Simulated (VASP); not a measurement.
# Ru (R-3m) in VASP: further runs

Runs on Ru. Level: r2SCAN. Tasks: single point.

All numbers are computed with VASP 6.6.1; they aren't measurements. Logs are shortened: lines on timing, memory, paths and dates and some standing lists are left out, and cuts for length are marked.

### Step 1. The cell of the first run

The structure is trigonal, space group R-3m (No. 166). The conventional cell has a = 2.701 Å, b = 2.701 Å, c = 19.284 Å, α = 90.00°, β = 90.00°, γ = 120.00°. Ru (site symmetry -3m) has 12 Ru at 2.67 to 2.70 Å within 3.5 Å. Ru (site symmetry 3m) has 12 Ru at 2.60 to 2.70 Å within 3.4 Å.

### Step 2. Single point, r2SCAN

Input file POSCAR:

```
Ru
1.0
    1.3503726827      0.7796380318      6.4280604158
   -1.3503726827      0.7796380318      6.4280604158
    0.0000000000     -1.5592760637      6.4280604158
Ru
3
Direct
    0.0000000000      0.0000000000      0.0000000000
    0.2206235651      0.2206235651      0.2206235651
    0.7793764349      0.7793764349      0.7793764349
```

Input file INCAR.step1:

```
SYSTEM = Ru
ALGO = Normal
EDIFF = 1E-4
ENCUT = 520
GGA = PE
ISMEAR = 0
LASPH = .TRUE.
LCHARG = .FALSE.
LREAL = .FALSE.
LWAVE = .TRUE.
NBANDS = 28
NELM = 100
PREC = Accurate
SIGMA = 0.1
```

Input file INCAR.step2:

```
SYSTEM = Ru
ALGO = Normal
EDIFF = 1E-6
ENCUT = 520
ISIF = 2
ISMEAR = 0
ISTART = 1
LASPH = .TRUE.
LCHARG = .TRUE.
LELF = .TRUE.
LMIXTAU = .TRUE.
LREAL = .FALSE.
LVHAR = .TRUE.
LWAVE = .FALSE.
METAGGA = R2SCAN
NBANDS = 28
NELM = 100
PREC = Accurate
SIGMA = 0.1
```

Input file KPOINTS:

```
k-points
0
G
  9 9 9
  0 0 0
```

Potentials or basis: VASP PAW PBE potentials, release 64 (Ru_pv).

Started as:

```bash
cat potpaw_PBE.64/Ru_pv/POTCAR > POTCAR
cp INCAR.step1 INCAR
mpirun -np 1 vasp_std > vasp.out
cp INCAR.step2 INCAR
mpirun -np 1 vasp_std > vasp.out
```

OUTCAR:

```text
SYSTEM = Ru
   EDIFF = 1E-6
   ENCUT = 520
   ISIF = 2
   ISMEAR = 0
   ISTART = 1
   LASPH = .TRUE.
   LREAL = .FALSE.
   METAGGA = R2SCAN
   NELM = 100
   PREC = Accurate

 ion  position               nearest neighbor table
   1  0.000  0.000  0.000-   3 2.67   2 2.67   3 2.67   3 2.67   2 2.67   2 2.67
   2  0.221  0.221  0.221-   3 2.60   3 2.60   3 2.60   1 2.67   1 2.67   1 2.67
   3  0.779  0.779  0.779-   2 2.60   2 2.60   2 2.60   1 2.67   1 2.67   1 2.67

  LATTYP: Found a trigonal (rhomboedric) cell.
 ALAT       =     6.6144767406
 COS(alpha) =     0.9166421900

  Lattice vectors:

 A1 = (   1.3503726827,   0.7796380318,   6.4280604158)
 A2 = (  -1.3503726827,   0.7796380318,   6.4280604158)
 A3 = (   0.0000000000,  -1.5592760637,   6.4280604158)

Analysis of symmetry for initial positions (statically):
=====================================================================
 Subroutine PRICEL returns:
 Original cell was already a primitive cell.

 Routine SETGRP: Setting up the symmetry group for a
 trigonal (rhombohedral) supercell.

 Subroutine GETGRP returns: Found 12 space group operations
 (whereof 12 operations were pure point group operations)
 out of a pool of 12 trial point group operations.

The static configuration has the point symmetry D_3d.

Analysis of symmetry for dynamics (positions and initial velocities):
=====================================================================
 Subroutine PRICEL returns:
 Original cell was already a primitive cell.

 Routine SETGRP: Setting up the symmetry group for a
 trigonal (rhombohedral) supercell.

 Subroutine GETGRP returns: Found 12 space group operations
 (whereof 12 operations were pure point group operations)
 out of a pool of 12 trial point group operations.

The dynamic configuration has the point symmetry D_3d.

 Subroutine INISYM returns: Found 12 space group operations
 (whereof 12 operations are pure point group operations),
 and found     1 'primitive' translations

----------------------------------------------------------------------------------------

                                     Primitive cell

  volume of cell :      40.6048

  direct lattice vectors                    reciprocal lattice vectors
     1.350372683  0.779638032  6.428060416     0.370268154  0.213774418  0.051855974
    -1.350372683  0.779638032  6.428060416    -0.370268154  0.213774418  0.051855974
     0.000000000 -1.559276064  6.428060416     0.000000000 -0.427548836  0.051855974

  length of vectors
     6.614476741  6.614476741  6.614476741     0.430682075  0.430682075  0.430682075

  position of ions in fractional coordinates (direct lattice)
     0.000000000  0.000000000  0.000000000
     0.220623565  0.220623565  0.220623565
     0.779376435  0.779376435  0.779376435

  ion indices of the primitive-cell ions
   primitive index   ion index
                 1           1
                 2           2
                 3           3

----------------------------------------------------------------------------------------

 KPOINTS: k-points

Automatic generation of k-mesh.
 Grid dimensions read from file:
 generate k-points for:    9    9    9

 Generating k-lattice:

  Cartesian coordinates                     Fractional coordinates (reciprocal lattice)
     0.041140906  0.023752713  0.005761775     0.111111111  0.000000000  0.000000000
    -0.041140906  0.023752713  0.005761775     0.000000000  0.111111111  0.000000000
     0.000000000 -0.047505426  0.005761775     0.000000000  0.000000000  0.111111111

  Length of vectors
     0.047853564  0.047853564  0.047853564

  Shift w.r.t. Gamma in fractional coordinates (k-lattice)
     0.000000000  0.000000000  0.000000000

 Subroutine IBZKPT returns following result:
 ===========================================

 Found     85 irreducible k-points:

 Following reciprocal coordinates:
            Coordinates               Weight
  0.000000  0.000000  0.000000      1.000000
  0.111111 -0.000000  0.000000      6.000000
  0.222222 -0.000000 -0.000000      6.000000
  0.333333 -0.000000  0.000000      6.000000
  0.444444 -0.000000 -0.000000      6.000000
  0.111111  0.111111  0.000000      6.000000
[... 16 lines left out ...]
 -0.333333  0.333333  0.000000      6.000000
  0.444444  0.444444 -0.000000      6.000000
 [... further k-points ...]
   k-points           NKPTS =     85   k-points in BZ     NKDIM =     85   number of bands    NBANDS=     28
   number of dos      NEDOS =    301   number of ions     NIONS =      3
   total plane-waves  NPLWV = 125000
   dimension x,y,z NGX =    50 NGY =   50 NGZ =   50
   dimension x,y,z NGXF=   100 NGYF=  100 NGZF=  100
   ions per type =               3
   NGX,Y,Z   is equivalent  to a cutoff of  12.57, 12.57, 12.57 a.u.
   NGXF,Y,Z  is equivalent  to a cutoff of  25.13, 25.13, 25.13 a.u.
 SYSTEM =  Ru
   PREC   = accura    normal or accurate (medium, high low for compatibility)
   ISTART =      1    job   : 0-new  1-cont  2-samecut
   ICHARG =      0    charge: 1-file 2-atom 10-const
   ISPIN  =      1    spin polarized calculation?
   LNONCOLLINEAR =      F non collinear calculations
   LSORBIT =      F    spin-orbit coupling
   LASPH  =      T    aspherical Exc in radial PAW
   ENCUT  =  520.0 eV  38.22 Ry    6.18 a.u.  12.30 12.30 12.30*2*pi/ulx,y,z
   NELM   =    100;   NELMIN=  2; NELMDL=  0     # of ELM steps
   EDIFF  = 0.1E-05   stopping-criterion for ELM
   LREAL  =      F    real-space projection
   EDIFFG = 0.1E-04   stopping-criterion for IOM
   NSW    =      0    number of steps for IOM
   IBRION =     -1    ionic relax: 0-MD 1-quasi-New 2-CG
   NFREE  =      0    steps in history (QN), initial steepest desc. (CG)
   ISIF   =      2    stress and relaxation
   ISYM   =      2    0-nonsym 1-usesym 2-fastsym
   POTIM  = 0.5000    time-step for ionic-motion
   TEBEG  =    0.0;   TEEND  =   0.0 temperature during run
   PSTRESS=    0.0 pullay stress
   NELECT =      42.0000    total number of electrons
   NUPDOWN=      -1.0000    fix difference up-down
   EMIN   =  10.00;   EMAX   =-10.00  energy-range for DOS
   EFERMI =   0.00;   METHOD = LEGACY
   ISMEAR =     0;   SIGMA  =   0.10  broadening in eV -4-tet -1-fermi 0-gaus
   EFERMI_NEDOS =   21; number of points for ismear=-14 and -15
   IALGO  =     38    algorithm
   IMIX   =      4    mixing-type and parameters
     AMIX     =   0.40;   BMIX     =  1.00
     AMIX_MAG =   1.60;   BMIX_MAG =  1.00
  volume/ion in A,a.u.               =      13.53        91.34
  Fermi-wavevector in a.u.,A,eV,Ry     =   1.655638  3.128702 37.295422  2.741136
  Thomas-Fermi vector in A             =   2.743700
   LORBIT       =      0    0 simple, 1 ext, 2 COOP (PROOUT), +10 PAW based schemes
   METAGGA = R2SCAN    functional components
   LHFCALC =     F    Hartree Fock is set to
   AEXX    =    0.0000 exact exchange contribution
   IVDW    =     0    specifies the selected vdW correction
   LEPSILON=     F    determine dielectric tensor
   LRPA    =     F    only Hartree local field effects (RPA)
 non-spin polarized calculation
 Gauss-broadening in eV      SIGMA  =   0.10
  energy-cutoff  :      520.00
  volume of cell :       40.60
 maximum number of plane-waves:      1111
 NGX is ok and might be reduce to    50
   NGX = 25   NGY = 25   NGZ = 25

 number of electron      42.0000004 magnetization

 Free energy of the ion-electron system (eV)
  ---------------------------------------------------
  ext. energy  EPLUGINS =         0.00000000
  ---------------------------------------------------
  free energy    TOTEN  =       -76.17618281 eV

  energy without entropy =      -76.16321206  energy(sigma->0) =      -76.16969744

 E-fermi :  12.8821     XC(G=0): -15.4309

 val. band max:       12.8734288627   @ k =  -0.4444   0.4444   0.2222
 cond. band min:      12.8851515325   @ k =  -0.4444   0.4444   0.4444
 fundamental gap:      0.0117226698
 Fermi energy:        12.8821032209

 k-point     1 :       0.0000    0.0000    0.0000
  band No.  band energies     occupation
      1     -32.1117      2.00000
      2     -31.9239      2.00000
      3     -31.3063      2.00000
      4     -31.3063      2.00000
      5     -31.2263      2.00000
      6     -31.2263      2.00000
[... 20 lines left out ...]
     27      13.8714      0.00000
     28      21.1601      0.00000

 k-point     2 :       0.1111   -0.0000    0.0000
  band No.  band energies     occupation
      1     -32.0994      2.00000
      2     -31.9113      2.00000
      3     -31.3839      2.00000
      4     -31.3351      2.00000
      5     -31.3051      2.00000
      6     -31.2501      2.00000
[... 20 lines left out ...]
     27      14.9509      0.00000
     28      21.1404      0.00000

 k-point     3 :       0.2222   -0.0000   -0.0000
  band No.  band energies     occupation
      1     -32.0690      2.00000
      2     -31.9415      2.00000
      3     -31.5534      2.00000
      4     -31.5003      2.00000
      5     -31.4070      2.00000
      6     -31.4051      2.00000
[... 20 lines left out ...]
     27      16.9119      0.00000
     28      21.1402      0.00000

 k-point     4 :       0.3333   -0.0000    0.0000
  band No.  band energies     occupation
      1     -32.1011      2.00000
      2     -32.0685      2.00000
      3     -31.8045      2.00000
      4     -31.6445      2.00000
      5     -31.4813      2.00000
      6     -31.4590      2.00000
[... 20 lines left out ...]
     27      18.6793      0.00000
     28      21.1446      0.00000

 k-point     5 :       0.4444   -0.0000   -0.0000
  band No.  band energies     occupation
      1     -32.2453      2.00000
      2     -32.1096      2.00000
      3     -32.0049      2.00000
      4     -31.6378      2.00000
      5     -31.5294      2.00000
      6     -31.4418      2.00000
[... 20 lines left out ...]
     27      19.1149      0.00000
     28      21.1647      0.00000

 k-point     6 :       0.1111    0.1111    0.0000
  band No.  band energies     occupation
      1     -32.1166      2.00000
      2     -31.8891      2.00000
      3     -31.3826      2.00000
      4     -31.3395      2.00000
      5     -31.3074      2.00000
      6     -31.2423      2.00000
[... 463 lines left out ...]
      5     -31.5852      2.00000
      6     -31.4731      2.00000
[... 20 lines left out ...]
     27      20.5630      0.00000
     28      21.1451      0.00000

 k-point    22 :      -0.4444    0.3333   -0.0000
  band No.  band energies     occupation
      1     -32.1178      2.00000
      2     -32.0738      2.00000
      3     -31.8953      2.00000
      4     -31.7517      2.00000
      5     -31.6274      2.00000
      6     -31.6191      2.00000
[... 20 lines left out ...]
     27      21.1465      0.00000
     28      21.1493      0.00000

 k-point    23 :      -0.3333    0.3333    0.0000
  band No.  band energies     occupation
      1     -32.0531      2.00000
      2     -32.0093      2.00000
      3     -31.9465      2.00000
      4     -31.8193      2.00000
      5     -31.7169      2.00000
      6     -31.6588      2.00000
[... 20 lines left out ...]
     27      21.0490      0.00000
     28      21.1877      0.00000

 k-point    24 :       0.4444    0.4444   -0.0000
  band No.  band energies     occupation
      1     -32.2167      2.00000
      2     -32.1698      2.00000
      3     -31.9512      2.00000
      4     -31.6756      2.00000
      5     -31.5645      2.00000
      6     -31.4359      2.00000
[... 20 lines left out ...]
     27      19.5827      0.00000
     28      21.1607      0.00000

 [... further k-points ...]

------------------------ aborting loop because EDIFF is reached ----------------------------------------

  FORCE on cell =-STRESS in cart. coord.  units (eV):
  Direction    XX          YY          ZZ          XY          YZ          ZX
  --------------------------------------------------------------------------------------
  -------------------------------------------------------------------------------------
  Total        0.3468587      0.3468587      0.3483746      0.0000000     -0.0000000      0.0000000
  in kB       13.6862748     13.6862748     13.7460903      0.0000000     -0.0000000      0.0000000
  external PRESSURE =      13.7062133 kB  Pullay stress =       0.0000000 kB

 VOLUME and BASIS-vectors are now :
 -----------------------------------------------------------------------------
  energy-cutoff  :      520.00
  volume of cell :       40.60
      direct lattice vectors                 reciprocal lattice vectors
     1.350372683  0.779638032  6.428060416     0.370268154  0.213774418  0.051855974
    -1.350372683  0.779638032  6.428060416    -0.370268154  0.213774418  0.051855974
     0.000000000 -1.559276064  6.428060416     0.000000000 -0.427548836  0.051855974

 POSITION                                       TOTAL-FORCE (eV/Angst)
 -----------------------------------------------------------------------------------
      0.00000      0.00000      0.00000         0.000000     -0.000000     -0.000000
      0.00000     -0.00000      4.25454         0.000000     -0.000000      0.002622
      0.00000     -0.00000     15.02964         0.000000      0.000000     -0.002622
 -----------------------------------------------------------------------------------
    total drift:                                0.000000      0.000000     -0.000000

  FREE ENERGIE OF THE ION-ELECTRON SYSTEM (eV)
  ---------------------------------------------------
  free  energy   TOTEN  =       -76.1761828093 eV

  energy  without entropy=      -76.1632120634  energy(sigma->0) =      -76.16969744
```

It took 10 min on 1 thread of Intel Xeon 6975P-C (Granite Rapids), shared host; peak memory 0.41 GiB.

Results:

- Free energy: -76.1762 eV
- Pressure: 1.4 GPa
- Band gap on the k mesh: zero (band 21 reaches 14.29 eV, above the bottom of band 22 at 11.40 eV)

Forces in eV/Å, atoms in the order of the input:
```
Ru   0.000  0.000  0.000
Ru   0.000  0.000  0.003
Ru   0.000  0.000 -0.003
```

Caveat: the PAW data sets were made with another functional, which shifts forces and pressure a little.

### Step 3. Single point, r2SCAN

This run uses another cell than the first one, of 15.75 Å³/atom, 1.163 times its volume.

Input file POSCAR:

```
Ru
1.0
    1.4130400140      0.8158190324      6.8291337230
   -1.4130400140      0.8158190324      6.8291337230
    0.0000000000     -1.6316380650      6.8291337230
Ru
3
Direct
    0.0000000000      0.0000000000      0.0000000000
    0.2222200000      0.2222200000      0.2222200000
    0.7777800000      0.7777800000      0.7777800000
```

Input file INCAR.step1:

```
SYSTEM = Ru
PREC     = Accurate       ! precision mode
ENCUT    = 520            ! plane-wave cutoff, eV
ISMEAR   = 0              ! smearing method
SIGMA    = 0.1            ! smearing width, eV
LREAL    = .FALSE.        ! projectors in reciprocal space
LASPH    = .TRUE.         ! aspherical terms in the spheres
NELM     = 100            ! most SCF steps
NBANDS   = 28             ! bands
GGA      = PE             ! functional
ALGO     = Normal         ! electronic algorithm
EDIFF    = 1E-4           ! SCF threshold, eV
LWAVE    = .TRUE.         ! write WAVECAR
LCHARG   = .FALSE.        ! write CHGCAR
```

Input file INCAR.step2:

```
SYSTEM = Ru
PREC     = Accurate       ! precision mode
ENCUT    = 520            ! plane-wave cutoff, eV
EDIFF    = 1E-7           ! SCF threshold, eV
ISMEAR   = 0              ! smearing method
SIGMA    = 0.1            ! smearing width, eV
LREAL    = .FALSE.        ! projectors in reciprocal space
LASPH    = .TRUE.         ! aspherical terms in the spheres
NELM     = 100            ! most SCF steps
ALGO     = Normal         ! electronic algorithm
ISIF     = 2              ! what is computed and relaxed
LWAVE    = .FALSE.        ! write WAVECAR
LCHARG   = .FALSE.        ! write CHGCAR
METAGGA  = R2SCAN         ! meta-GGA
LMIXTAU  = .TRUE.       
NBANDS   = 28             ! bands
ISTART   = 1
```

Input file KPOINTS:

```
regular mesh
0
G
  9 9 9
  0 0 0
```

Potentials or basis: VASP PAW PBE potentials, release 64 (Ru_pv).

Started as:

```bash
cat potpaw_PBE.64/Ru_pv/POTCAR > POTCAR
cp INCAR.step1 INCAR
mpirun -np 1 vasp_std > vasp.out
cp INCAR.step2 INCAR
mpirun -np 1 vasp_std > vasp.out
```

Wall time 18 min (1 thread of Intel Xeon 6975P-C (Granite Rapids), shared host); peak memory 0.45 GiB.

The run converged. Its results:

- Free energy: -75.3364 eV
- Pressure: -34.7 GPa
- Largest force: 0.486 eV/Å
- Band gap on the k mesh: zero (band 21 reaches 11.40 eV, above the bottom of band 22 at 9.14 eV)

Forces in eV/Å, atoms in the order of the input:
```
Ru   0.000  0.000  0.000
Ru   0.000  0.000 -0.486
Ru   0.000  0.000  0.486
```

Stress tensor (GPa, compression positive):
```
-32.88   0.00   0.00
  0.00 -32.88   0.00
  0.00   0.00 -38.33
```

Levels at points of the mesh, in eV from the Fermi level:
| k point | band 18 | band 19 | band 20 | band 21 | band 22 | band 23 | band 24 | band 25 |
| --- | --- | --- | --- | --- | --- | --- | --- | --- |
| (0.00, 0.00, 0.00) | -1.91 | -1.91 | -1.50 | -1.48 | -0.81 | -0.81 | 0.47 | 0.47 |

Caveat: the PAW data sets were made with another functional, which shifts forces and pressure a little.
